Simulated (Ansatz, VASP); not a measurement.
# One calculation of Cr, two programs

```xyz
1
Lattice="-1.2940 1.2940 1.2940 1.2940 -1.2940 1.2940 1.2940 1.2940 -1.2940" Properties=species:S:1:pos:R:3 pbc="T T T"
Cr    0.0000    0.0000    0.0000
```

Alike in both runs: task single point; functional PBE; k mesh 21 × 21 × 21; occupations fermi-dirac, width 0.08 eV; no spin polarisation.

|  | VASP | Ansatz |
| --- | --- | --- |
| version | VASP 6.6.1 | Ansatz 0.2.0 |
| potentials or method | VASP PAW PBE potentials, release 64 (Cr_pv) | PAW with other files of Ansatz's library (level accurate), scalar-relativistic |
| plane-wave cutoff (eV) | 520 | 1070 |
| valence electrons in the cell | 12 | 14 |

|  | VASP | Ansatz | Ansatz less VASP |
| --- | --- | --- | --- |
| pressure (GPa) | 134.7 | 133.9 | -0.80 |

Both programs put the cell under a high pressure, so it lies far from rest at this level. With one functional, cell and mesh, what is left measures potentials, basis and numerics. VASP's potentials hold 12 valence electrons a cell and Ansatz's 14, so a difference there can come from the potentials and not from the codes.

Noted on VASP's run: the cell as given lies far from equilibrium.
